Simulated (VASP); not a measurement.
# Si (I4/mmm) in VASP: further runs

Si is run at these levels: BLYP+D3(BJ), PBE; tasks: single point.

Program: VASP 6.6.1. These are calculated values, not measurements. Logs are shortened: lines on timing, memory, paths and dates and some standing lists are left out, and cuts for length are marked.

### Step 1. The cell of the first run

It takes space group I4/mmm (No. 139, tetragonal). Conventional cell: a = 3.323 Å, b = 3.323 Å, c = 2.555 Å, α = 90.00°, β = 90.00°, γ = 90.00°. Si (site symmetry 4/mmm) has 14 Si at 2.56 to 3.32 Å within 3.4 Å.

### Step 2. Single point, BLYP+D3(BJ)

File INCAR:

```
SYSTEM = Si
AGGAC    = 1.0          
AGGAX    = 1.0          
ALDAC    = 0.0          
ALDAX    = 1.0          
ALGO     = Normal         ! electronic algorithm
EDIFF    = 1E-7           ! SCF threshold, eV
ENCUT    = 520            ! plane-wave cutoff, eV
GGA      = B5             ! functional
ISIF     = 2              ! what is computed and relaxed
ISMEAR   = -1             ! smearing method
IVDW     = 12             ! dispersion correction
LASPH    = .TRUE.         ! aspherical terms in the spheres
LCHARG   = .FALSE.        ! write CHGCAR
LREAL    = .FALSE.        ! projectors in reciprocal space
LWAVE    = .FALSE.        ! write WAVECAR
NBANDS   = 8              ! bands
NELM     = 80             ! most SCF steps
PREC     = Accurate       ! precision mode
SIGMA    = 0.05           ! smearing width, eV
VDW_A1   = 0.4298       
VDW_A2   = 4.2359       
VDW_S6   = 1.0          
VDW_S8   = 2.6996
```

File KPOINTS:

```
k-points
0
G
  13 13 13
  0 0 0
```

File POSCAR:

```
Si
1.0
   -1.6613778051      1.6613778051      1.2775826147
    1.6613778051     -1.6613778051      1.2775826147
    1.6613778051      1.6613778051     -1.2775826147
Si
1
Direct
    0.0000000000      0.0000000000      0.0000000000
```

Potentials or basis: VASP PAW PBE potentials, release 64 (Si).

On the command line:

```bash
$ cat potpaw_PBE.64/Si/POTCAR > POTCAR
$ mpirun -np 1 vasp_std > vasp.out
```

OUTCAR:

```text
SYSTEM = Si
   EDIFF = 1E-7
   ENCUT = 520
   GGA = B5
   ISIF = 2
   ISMEAR = -1
   IVDW = 12
   LASPH = .TRUE.
   LREAL = .FALSE.
   NELM = 80
   PREC = Accurate
 IVDW          = 12

 ion  position               nearest neighbor table
   1  0.000  0.000  0.000-

  LATTYP: Found a body centered tetragonal cell.
 ALAT       =     3.3227556102
 C/A-ratio  =     0.7689898172

  Lattice vectors:

 A1 = (  -1.6613778051,   1.6613778051,   1.2775826147)
 A2 = (   1.6613778051,  -1.6613778051,   1.2775826147)
 A3 = (   1.6613778051,   1.6613778051,  -1.2775826147)

Analysis of symmetry for initial positions (statically):
=====================================================================
 Subroutine PRICEL returns:
 Original cell was already a primitive cell.

 Routine SETGRP: Setting up the symmetry group for a
 body centered tetragonal supercell.

 Subroutine GETGRP returns: Found 16 space group operations
 (whereof 16 operations were pure point group operations)
 out of a pool of 16 trial point group operations.

The static configuration has the point symmetry D_4h.

Analysis of symmetry for dynamics (positions and initial velocities):
=====================================================================
 Subroutine PRICEL returns:
 Original cell was already a primitive cell.

 Routine SETGRP: Setting up the symmetry group for a
 body centered tetragonal supercell.

 Subroutine GETGRP returns: Found 16 space group operations
 (whereof 16 operations were pure point group operations)
 out of a pool of 16 trial point group operations.

The dynamic configuration has the point symmetry D_4h.

 Subroutine INISYM returns: Found 16 space group operations
 (whereof 16 operations are pure point group operations),
 and found     1 'primitive' translations

----------------------------------------------------------------------------------------

                                     Primitive cell

  volume of cell :      14.1054

  direct lattice vectors                    reciprocal lattice vectors
    -1.661377805  1.661377805  1.277582615     0.000000000  0.300955026  0.391364123
     1.661377805 -1.661377805  1.277582615     0.300955026  0.000000000  0.391364123
     1.661377805  1.661377805 -1.277582615     0.300955026  0.300955026  0.000000000

  length of vectors
     2.674428866  2.674428866  2.674428866     0.493700116  0.493700116  0.425614679

  position of ions in fractional coordinates (direct lattice)
     0.000000000  0.000000000  0.000000000

  ion indices of the primitive-cell ions
   primitive index   ion index
                 1           1

----------------------------------------------------------------------------------------

 KPOINTS: k-points

Automatic generation of k-mesh.
 Grid dimensions read from file:
 generate k-points for:   13   13   13

 Generating k-lattice:

  Cartesian coordinates                     Fractional coordinates (reciprocal lattice)
     0.000000000  0.023150387  0.030104933     0.076923077 -0.000000000  0.000000000
     0.023150387  0.000000000  0.030104933    -0.000000000  0.076923077  0.000000000
     0.023150387  0.023150387  0.000000000     0.000000000  0.000000000  0.076923077

  Length of vectors
     0.037976932  0.037976932  0.032739591

  Shift w.r.t. Gamma in fractional coordinates (k-lattice)
     0.000000000  0.000000000  0.000000000

 Subroutine IBZKPT returns following result:
 ===========================================

 Found    196 irreducible k-points:

 Following reciprocal coordinates:
            Coordinates               Weight
  0.000000  0.000000  0.000000      1.000000
  0.076923 -0.000000  0.000000      8.000000
  0.153846  0.000000  0.000000      8.000000
  0.230769  0.000000  0.000000      8.000000
  0.307692  0.000000  0.000000      8.000000
  0.384615  0.000000 -0.000000      8.000000
[... 16 lines left out ...]
  0.384615  0.153846  0.000000     16.000000
  0.461538  0.153846  0.000000     16.000000
 [... further k-points ...]
   k-points           NKPTS =    196   k-points in BZ     NKDIM =    196   number of bands    NBANDS=      8
   number of dos      NEDOS =    301   number of ions     NIONS =      1
   total plane-waves  NPLWV =   8000
   dimension x,y,z NGX =    20 NGY =   20 NGZ =   20
   dimension x,y,z NGXF=    40 NGYF=   40 NGZF=   40
   ions per type =               1
   NGX,Y,Z   is equivalent  to a cutoff of  12.43, 12.43, 12.43 a.u.
   NGXF,Y,Z  is equivalent  to a cutoff of  24.86, 24.86, 24.86 a.u.
 SYSTEM =  Si
   PREC   = accura    normal or accurate (medium, high low for compatibility)
   ISTART =      0    job   : 0-new  1-cont  2-samecut
   ICHARG =      2    charge: 1-file 2-atom 10-const
   ISPIN  =      1    spin polarized calculation?
   LNONCOLLINEAR =      F non collinear calculations
   LSORBIT =      F    spin-orbit coupling
   LASPH  =      T    aspherical Exc in radial PAW
   ENCUT  =  520.0 eV  38.22 Ry    6.18 a.u.   4.97  4.97  4.97*2*pi/ulx,y,z
   NELM   =     80;   NELMIN=  2; NELMDL= -5     # of ELM steps
   EDIFF  = 0.1E-06   stopping-criterion for ELM
   LREAL  =      F    real-space projection
   EDIFFG = 0.1E-05   stopping-criterion for IOM
   NSW    =      0    number of steps for IOM
   IBRION =     -1    ionic relax: 0-MD 1-quasi-New 2-CG
   NFREE  =      0    steps in history (QN), initial steepest desc. (CG)
   ISIF   =      2    stress and relaxation
   ISYM   =      2    0-nonsym 1-usesym 2-fastsym
   POTIM  = 0.5000    time-step for ionic-motion
   TEBEG  =    0.0;   TEEND  =   0.0 temperature during run
   PSTRESS=    0.0 pullay stress
   NELECT =       4.0000    total number of electrons
   NUPDOWN=      -1.0000    fix difference up-down
   EMIN   =  10.00;   EMAX   =-10.00  energy-range for DOS
   EFERMI =   0.00;   METHOD = LEGACY
   ISMEAR =    -1;   SIGMA  =   0.05  broadening in eV -4-tet -1-fermi 0-gaus
   EFERMI_NEDOS =   21; number of points for ismear=-14 and -15
   IALGO  =     38    algorithm
   IMIX   =      4    mixing-type and parameters
     AMIX     =   0.40;   BMIX     =  1.00
     AMIX_MAG =   1.60;   BMIX_MAG =  1.00
  volume/ion in A,a.u.               =      14.11        95.19
  Fermi-wavevector in a.u.,A,eV,Ry     =   1.075556  2.032506 15.739492  1.156820
  Thomas-Fermi vector in A             =   2.211415
   LORBIT       =      0    0 simple, 1 ext, 2 COOP (PROOUT), +10 PAW based schemes
   GGA     = B5    functional components
   LHFCALC =     F    Hartree Fock is set to
   AEXX    =    0.0000 exact exchange contribution
   IVDW    =    12    specifies the selected vdW correction
   LEPSILON=     F    determine dielectric tensor
   LRPA    =     F    only Hartree local field effects (RPA)
 non-spin polarized calculation
  energy-cutoff  :      520.00
  volume of cell :       14.11
 maximum number of plane-waves:       392
   NGX =  9   NGY =  9   NGZ =  9

 number of electron       4.0000000 magnetization

 Free energy of the ion-electron system (eV)
  ---------------------------------------------------
  ext. energy  EPLUGINS =         0.00000000
  ---------------------------------------------------
  free energy    TOTEN  =        -3.76437296 eV

  energy without entropy =       -3.76196036  energy(sigma->0) =       -3.76316666

 E-fermi :  10.9430     XC(G=0): -10.6234

 val. band max:       10.8946214500   @ k =   0.2308   0.1538   0.0769
 cond. band min:      10.9731256457   @ k =  -0.2308   0.4615   0.1538
 fundamental gap:      0.0785041957
 Fermi energy:        10.9430335066

 k-point     1 :       0.0000    0.0000    0.0000
  band No.  band energies     occupation
      1      -3.6962      2.00000
      2      19.7982      0.00000
      3      20.1253      0.00000
      4      20.1253      0.00000
      5      23.1986      0.00000
      6      25.2301      0.00000
      7      27.0779      0.00000
      8      27.0779      0.00000

 k-point     2 :       0.0769   -0.0000    0.0000
  band No.  band energies     occupation
      1      -3.4874      2.00000
      2      18.3575      0.00000
      3      19.6374      0.00000
      4      21.7816      0.00000
      5      22.3813      0.00000
      6      25.4614      0.00000
      7      25.9211      0.00000
      8      26.3341      0.00000

 k-point     3 :       0.1538    0.0000    0.0000
  band No.  band energies     occupation
      1      -2.8623      2.00000
      2      17.1035      0.00000
      3      18.7577      0.00000
      4      19.4915      0.00000
      5      22.4989      0.00000
      6      24.7589      0.00000
      7      25.3626      0.00000
      8      27.3279      0.00000

 k-point     4 :       0.2308    0.0000    0.0000
  band No.  band energies     occupation
      1      -1.8248      2.00000
      2      15.9665      0.00000
      3      16.2063      0.00000
      4      17.9944      0.00000
      5      20.9275      0.00000
      6      23.3014      0.00000
      7      27.5846      0.00000
      8      28.7386      0.00000

 k-point     5 :       0.3077    0.0000    0.0000
  band No.  band energies     occupation
      1      -0.3817      2.00000
      2      12.4845      0.00000
      3      15.6652      0.00000
      4      17.4686      0.00000
      5      19.2893      0.00000
      6      21.9223      0.00000
      7      28.5631      0.00000
      8      30.5024      0.00000
[... 177 lines left out ...]
 k-point    22 :       0.3077    0.1538   -0.0000
  band No.  band energies     occupation
      1       2.4896      2.00000
      2       8.8378      2.00000
      3      12.7748      0.00000
      4      15.5686      0.00000
      5      20.4043      0.00000
      6      23.1005      0.00000
      7      25.8710      0.00000
      8      31.0505      0.00000

 k-point    23 :       0.3846    0.1538    0.0000
  band No.  band energies     occupation
      1       4.7682      2.00000
      2       6.0693      2.00000
      3      11.8129      0.00000
      4      15.8677      0.00000
      5      19.7912      0.00000
      6      23.4312      0.00000
      7      26.5868      0.00000
      8      34.1617      0.00000

 k-point    24 :       0.4615    0.1538    0.0000
  band No.  band energies     occupation
      1       3.5235      2.00000
      2       7.5151      2.00000
      3      11.2533      0.00403
      4      16.4629      0.00000
      5      19.5081      0.00000
      6      24.1400      0.00000
      7      27.6256      0.00000
      8      34.8626      0.00000

 [... further k-points ...]

------------------------ aborting loop because EDIFF is reached ----------------------------------------

 Edisp (eV)   -0.97818

 E8    (eV) :    -0.6983

  FORCE on cell =-STRESS in cart. coord.  units (eV):
  Direction    XX          YY          ZZ          XY          YZ          ZX
  --------------------------------------------------------------------------------------
  -------------------------------------------------------------------------------------
  Total       0.04800     0.04800     0.05749     0.00000     0.00000     0.00000
  in kB       5.45212     5.45212     6.52986     0.00000     0.00000     0.00000
  external pressure =        5.81 kB  Pullay stress =        0.00 kB

 VOLUME and BASIS-vectors are now :
 -----------------------------------------------------------------------------
  energy-cutoff  :      520.00
  volume of cell :       14.11
      direct lattice vectors                 reciprocal lattice vectors
    -1.661377805  1.661377805  1.277582615     0.000000000  0.300955026  0.391364123
     1.661377805 -1.661377805  1.277582615     0.300955026  0.000000000  0.391364123
     1.661377805  1.661377805 -1.277582615     0.300955026  0.300955026  0.000000000

 POSITION                                       TOTAL-FORCE (eV/Angst)
 -----------------------------------------------------------------------------------
      0.00000      0.00000      0.00000         0.000000      0.000000      0.000000
 -----------------------------------------------------------------------------------
    total drift:                                0.000000      0.000000     -0.000000

  FREE ENERGIE OF THE ION-ELECTRON SYSTEM (eV)
  ---------------------------------------------------
  free  energy   TOTEN  =        -4.7425562663 eV

  energy  without entropy=       -4.7401436660  energy(sigma->0) =       -4.74134997
```

Wall time 19 s (1 thread of Intel Xeon Platinum 8488C (Sapphire Rapids), shared host); peak memory 0.13 GiB.

What came out:

```yaml
Free_energy: -4.7426 eV
Pressure: 0.6 GPa
Band_gap_on_the_k_mesh: zero (bands 2 and 3 overlap by 12.46 eV)
Dispersion_energy_per_atom: -0.978 eV
```

Caveat: the PAW data sets were made with another functional, which shifts forces and pressure a little.

### Step 3. Single point, PBE

This run uses another cell than the first one, of 13.98 Å³/atom.

File INCAR:

```
  ALGO = Normal
  EDIFF = 1E-7
  ENCUT = 520
  GGA = PE
  ISIF = 2
  ISMEAR = 0
  LASPH = T
  LCHARG = F
  LREAL = F
  LWAVE = F
  NBANDS = 8
  NELM = 80
  PREC = Accurate
  SIGMA = 0.03
```

File KPOINTS:

```
k-points
0
Gamma
  13 13 13
```

File POSCAR:

```
Si
1.0
   -1.6269149300      1.6269149300      1.3203298500
    1.6269149300     -1.6269149300      1.3203298500
    1.6269149300      1.6269149300     -1.3203298500
Si
1
Direct
    0.0000000000      0.0000000000      0.0000000000
```

Potentials or basis: VASP PAW PBE potentials, release 64 (Si).

On the command line:

```bash
$ cat potpaw_PBE.64/Si/POTCAR > POTCAR
$ mpirun -np 1 vasp_std > vasp.out
```

It took 15 s on 1 thread of Intel Xeon Platinum 8488C (Sapphire Rapids), shared host; peak memory 0.12 GiB.

The run converged. Its results:

```yaml
Free_energy: -4.9230 eV
Pressure: 3.4 GPa
Band_gap_on_the_k_mesh: zero (bands 2 and 3 overlap by 13.24 eV)
```

Stress tensor (GPa, compression positive):
```
4.82 0.00 0.00
0.00 4.82 0.00
0.00 0.00 0.54
```

Levels at points of the mesh, in eV from the Fermi level:
```tsv
k point	band 1	band 2	band 3	band 4	band 5	band 6	band 7
(0.00, 0.00, 0.00)	-14.73	9.60	10.19	10.19	13.03	13.96	15.27
```

Caveat: the cell stands under pressure.
